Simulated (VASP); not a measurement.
# CsI in VASP: further runs

CsI is run at these levels: LDA; tasks: electric field gradients.

Program: VASP 6.6.1. These are calculated values, not measurements. Logs are shortened: lines on timing, memory, paths and dates and some standing lists are left out, and cuts for length are marked.

## (1) The cell of the first run

Symmetry: Pm-3m, No. 221, cubic system. Conventional cell: a = 4.551 Å, b = 4.551 Å, c = 4.551 Å, α = 90.00°, β = 90.00°, γ = 90.00°. Cs (site symmetry m-3m) has 8 I at 3.94 Å and 6 Cs at 4.55 Å within 5.2 Å. Within 5.2 Å of I (site symmetry m-3m) lie 8 Cs at 3.94 Å and 6 I at 4.55 Å.

## (2) Electric field gradients, LDA (volume scaled by 0.99)

INCAR reads:

```
SYSTEM = CsI
ALGO = Normal
EDIFF = 1E-8
ENCUT = 400
GGA = CA
GGA_COMPAT = .False.
ISIF = 2
ISMEAR = -1
LASPH = .True.
LCHARG = .False.
LEFG = .True.
LREAL = .False.
LWAVE = .False.
NBANDS = 15
NELM = 120
PREC = Accurate
SIGMA = 0.01
```

KPOINTS reads:

```
k-points
0
Gamma
  7 7 7
  0 0 0
```

POSCAR reads:

```
CsI
1.0
    4.5514266418      0.0000000000      0.0000000000
    0.0000000000      4.5514266418      0.0000000000
    0.0000000000      0.0000000000      4.5514266418
Cs I
1 1
Direct
    0.0000000000      0.0000000000      0.0000000000
    0.5000000000      0.5000000000      0.5000000000
```

Potentials or basis: VASP PAW LDA potentials, release 64 (Cs_sv, I).

Started as:

```sh
cat potpaw_LDA.64/Cs_sv/POTCAR potpaw_LDA.64/I/POTCAR > POTCAR
mpirun -np 1 vasp_std > vasp.out
```

OUTCAR:

```text
SYSTEM = CsI
   EDIFF = 1E-8
   ENCUT = 400
   GGA = CA
   ISIF = 2
   ISMEAR = -1
   LASPH = .True.
   LREAL = .False.
   NELM = 120
   PREC = Accurate

 ion  position               nearest neighbor table
   1  0.000  0.000  0.000-
   2  0.500  0.500  0.500-

  LATTYP: Found a simple cubic cell.
 ALAT       =     4.5514266418

  Lattice vectors:

 A1 = (   4.5514266418,   0.0000000000,   0.0000000000)
 A2 = (   0.0000000000,   4.5514266418,   0.0000000000)
 A3 = (   0.0000000000,   0.0000000000,   4.5514266418)

Analysis of symmetry for initial positions (statically):
=====================================================================
 Subroutine PRICEL returns:
 Original cell was already a primitive cell.

 Routine SETGRP: Setting up the symmetry group for a
 simple cubic supercell.

 Subroutine GETGRP returns: Found 48 space group operations
[... 9 lines left out ...]

 Routine SETGRP: Setting up the symmetry group for a
 simple cubic supercell.

 Subroutine GETGRP returns: Found 48 space group operations
[... 11 lines left out ...]
                                     Primitive cell

  volume of cell :      94.2850

  direct lattice vectors                    reciprocal lattice vectors
     4.551426642  0.000000000  0.000000000     0.219711330  0.000000000  0.000000000
     0.000000000  4.551426642  0.000000000     0.000000000  0.219711330  0.000000000
     0.000000000  0.000000000  4.551426642     0.000000000  0.000000000  0.219711330

  length of vectors
     4.551426642  4.551426642  4.551426642     0.219711330  0.219711330  0.219711330

  position of ions in fractional coordinates (direct lattice)
     0.000000000  0.000000000  0.000000000
     0.500000000  0.500000000  0.500000000

  ion indices of the primitive-cell ions
   primitive index   ion index
                 1           1
                 2           2

----------------------------------------------------------------------------------------

 KPOINTS: k-points

Automatic generation of k-mesh.
 Grid dimensions read from file:
 generate k-points for:    7    7    7

 Generating k-lattice:

  Cartesian coordinates                     Fractional coordinates (reciprocal lattice)
     0.031387333  0.000000000  0.000000000     0.142857143  0.000000000  0.000000000
     0.000000000  0.031387333  0.000000000     0.000000000  0.142857143  0.000000000
     0.000000000  0.000000000  0.031387333     0.000000000  0.000000000  0.142857143

  Length of vectors
     0.031387333  0.031387333  0.031387333

  Shift w.r.t. Gamma in fractional coordinates (k-lattice)
     0.000000000  0.000000000  0.000000000

 Subroutine IBZKPT returns following result:
 ===========================================

 Found     20 irreducible k-points:

 Following reciprocal coordinates:
            Coordinates               Weight
  0.000000  0.000000  0.000000      1.000000
  0.142857  0.000000  0.000000      6.000000
  0.285714  0.000000  0.000000      6.000000
  0.428571  0.000000  0.000000      6.000000
  0.142857  0.142857  0.000000     12.000000
  0.285714  0.142857  0.000000     24.000000
[... 12 lines left out ...]
  0.428571  0.428571  0.285714     24.000000
  0.428571  0.428571  0.428571      8.000000
   k-points           NKPTS =     20   k-points in BZ     NKDIM =     20   number of bands    NBANDS=     15
   number of dos      NEDOS =    301   number of ions     NIONS =      2
   total plane-waves  NPLWV =  27000
   dimension x,y,z NGX =    30 NGY =   30 NGZ =   30
   dimension x,y,z NGXF=    60 NGYF=   60 NGZF=   60
   ions per type =               1   1
   NGX,Y,Z   is equivalent  to a cutoff of  10.96, 10.96, 10.96 a.u.
   NGXF,Y,Z  is equivalent  to a cutoff of  21.92, 21.92, 21.92 a.u.
 SYSTEM =  CsI
   PREC   = accura    normal or accurate (medium, high low for compatibility)
   ISTART =      0    job   : 0-new  1-cont  2-samecut
   ICHARG =      2    charge: 1-file 2-atom 10-const
   ISPIN  =      1    spin polarized calculation?
   LNONCOLLINEAR =      F non collinear calculations
   LSORBIT =      F    spin-orbit coupling
   LASPH  =      T    aspherical Exc in radial PAW
   ENCUT  =  400.0 eV  29.40 Ry    5.42 a.u.   7.42  7.42  7.42*2*pi/ulx,y,z
   NELM   =    120;   NELMIN=  2; NELMDL= -5     # of ELM steps
   EDIFF  = 0.1E-07   stopping-criterion for ELM
   LREAL  =      F    real-space projection
   EDIFFG = 0.1E-06   stopping-criterion for IOM
   NSW    =      0    number of steps for IOM
   IBRION =     -1    ionic relax: 0-MD 1-quasi-New 2-CG
   NFREE  =      0    steps in history (QN), initial steepest desc. (CG)
   ISIF   =      2    stress and relaxation
   ISYM   =      2    0-nonsym 1-usesym 2-fastsym
   POTIM  = 0.5000    time-step for ionic-motion
   TEBEG  =    0.0;   TEEND  =   0.0 temperature during run
   PSTRESS=    0.0 pullay stress
   NELECT =      16.0000    total number of electrons
   NUPDOWN=      -1.0000    fix difference up-down
   EMIN   =  10.00;   EMAX   =-10.00  energy-range for DOS
   EFERMI =   0.00;   METHOD = LEGACY
   ISMEAR =    -1;   SIGMA  =   0.01  broadening in eV -4-tet -1-fermi 0-gaus
   EFERMI_NEDOS =   21; number of points for ismear=-14 and -15
   IALGO  =     38    algorithm
   IMIX   =      4    mixing-type and parameters
     AMIX     =   0.40;   BMIX     =  1.00
     AMIX_MAG =   1.60;   BMIX_MAG =  1.00
  volume/ion in A,a.u.               =      47.14       318.13
  Fermi-wavevector in a.u.,A,eV,Ry     =   0.906360  1.712772 11.177023  0.821488
  Thomas-Fermi vector in A             =   2.030038
   LORBIT       =      0    0 simple, 1 ext, 2 COOP (PROOUT), +10 PAW based schemes
   GGA     = CA    functional components
   LHFCALC =     F    Hartree Fock is set to
   AEXX    =    0.0000 exact exchange contribution
   IVDW    =     0    specifies the selected vdW correction
   LEPSILON=     F    determine dielectric tensor
   LRPA    =     F    only Hartree local field effects (RPA)
 non-spin polarized calculation
  energy-cutoff  :      400.00
  volume of cell :       94.29
 maximum number of plane-waves:      1743
 NGX is ok and might be reduce to    30
   NGX = 15   NGY = 15   NGZ = 15

 number of electron      16.0000004 magnetization

 Free energy of the ion-electron system (eV)
  ---------------------------------------------------
  ext. energy  EPLUGINS =         0.00000000
  ---------------------------------------------------
  free energy    TOTEN  =        -6.15017433 eV

  energy without entropy =       -6.15017433  energy(sigma->0) =       -6.15017433

 E-fermi :   0.9531     XC(G=0):  -8.1224

 val. band max:        0.6897108602   @ k =   0.4286   0.4286   0.0000
 cond. band min:       4.2874417487   @ k =   0.0000   0.0000   0.0000
 fundamental gap:      3.5977308885
 Fermi energy:         0.9530733683

 k-point     1 :       0.0000    0.0000    0.0000
  band No.  band energies     occupation
      1     -19.6059      2.00000
      2     -10.0194      2.00000
      3      -6.3020      2.00000
      4      -6.3020      2.00000
      5      -6.3020      2.00000
      6       0.6279      2.00000
      7       0.6279      2.00000
      8       0.6279      2.00000
      9       4.2874      0.00000
     10       4.6647      0.00000
     11       4.6647      0.00000
     12       8.4138      0.00000
     13       8.4138      0.00000
     14       8.4138      0.00000
     15      10.8629      0.00000
[... 325 lines left out ...]
 k-point    20 :       0.4286    0.4286    0.4286
  band No.  band energies     occupation
      1     -19.5351      2.00000
      2      -9.7524      2.00000
      3      -6.5770      2.00000
      4      -6.5670      2.00000
      5      -6.5670      2.00000
      6      -0.5941      2.00000
      7      -0.5941      2.00000
      8      -0.5106      2.00000
      9       7.0018      0.00000
     10       7.4483      0.00000
     11       7.4483      0.00000
     12       8.4941      0.00000
     13       8.5459      0.00000
     14       8.5459      0.00000
     15      10.6715      0.00000

------------------------ aborting loop because EDIFF is reached ----------------------------------------

  FORCE on cell =-STRESS in cart. coord.  units (eV):
  Direction    XX          YY          ZZ          XY          YZ          ZX
  --------------------------------------------------------------------------------------
  -------------------------------------------------------------------------------------
  Total       -0.7461547     -0.7461547     -0.7461547      0.0000000      0.0000000     -0.0000000
  in kB      -12.6793443    -12.6793443    -12.6793443      0.0000000      0.0000000     -0.0000000
  external PRESSURE =     -12.6793443 kB  Pullay stress =       0.0000000 kB

 VOLUME and BASIS-vectors are now :
 -----------------------------------------------------------------------------
  energy-cutoff  :      400.00
  volume of cell :       94.29
      direct lattice vectors                 reciprocal lattice vectors
     4.551426642  0.000000000  0.000000000     0.219711330  0.000000000  0.000000000
     0.000000000  4.551426642  0.000000000     0.000000000  0.219711330  0.000000000
     0.000000000  0.000000000  4.551426642     0.000000000  0.000000000  0.219711330

 POSITION                                       TOTAL-FORCE (eV/Angst)
 -----------------------------------------------------------------------------------
      0.00000      0.00000      0.00000         0.000000      0.000000      0.000000
      2.27571      2.27571      2.27571         0.000000      0.000000      0.000000
 -----------------------------------------------------------------------------------
    total drift:                                0.000000     -0.000000     -0.000000

  FREE ENERGIE OF THE ION-ELECTRON SYSTEM (eV)
  ---------------------------------------------------
  free  energy   TOTEN  =        -6.1501743338 eV

  energy  without entropy=       -6.1501743338  energy(sigma->0) =       -6.15017433

 Electric field gradients (V/A^2)
---------------------------------------------------------------------
 ion       V_xx      V_yy      V_zz      V_xy      V_xz      V_yz
---------------------------------------------------------------------
   1       0.000     0.000     0.000    -0.000     0.000     0.000
   2       0.000     0.000     0.000    -0.000    -0.000    -0.000
---------------------------------------------------------------------

 Electric field gradients after diagonalization (V/A^2)
 (convention: |V_zz| > |V_xx| > |V_yy|)
----------------------------------------------------------------------
 ion       V_xx      V_yy      V_zz     asymmetry (V_yy - V_xx)/ V_zz
----------------------------------------------------------------------
   1       0.000     0.000     0.000      -0.184
   2       0.000     0.000     0.000      -0.144
----------------------------------------------------------------------

           NMR quadrupolar parameters

 Cq : quadrupolar parameter    Cq=e*Q*V_zz/h
 eta: asymmetry parameters     (V_yy - V_xx)/ V_zz
 Q  : nuclear electric quadrupole moment in mb (millibarn)
----------------------------------------------------------------------
 ion       Cq(MHz)       eta       Q (mb)
----------------------------------------------------------------------
   1       0.000      -0.184       1.000
   2       0.000      -0.144       1.000
----------------------------------------------------------------------
```

Wall time 19 s (1 thread of Intel Xeon 6975P-C, shared host); peak memory 0.15 GiB.

What came out:

```
Free energy            : -6.1502 eV
Pressure               : -1.3 GPa
Band gap on the k mesh : 3.60 eV, indirect (least direct gap 3.66 eV)
```

Levels at points of the mesh, in eV from the valence-band top:
| k point | band 6 | band 7 | band 8 | band 9 | band 10 | band 11 |
| --- | --- | --- | --- | --- | --- | --- |
| (0.00, 0.00, 0.00) | -0.06 | -0.06 | -0.06 | 3.60 | 3.97 | 3.97 |

Caveat: without QUAD_EFG the Cq values of the log hold for a quadrupole moment of 1 mb, not for the nuclei; spin-orbit coupling is left out, which moves the levels of the heavy elements. A k mesh can miss the band edges.

(Continued in part 2 of 2.)
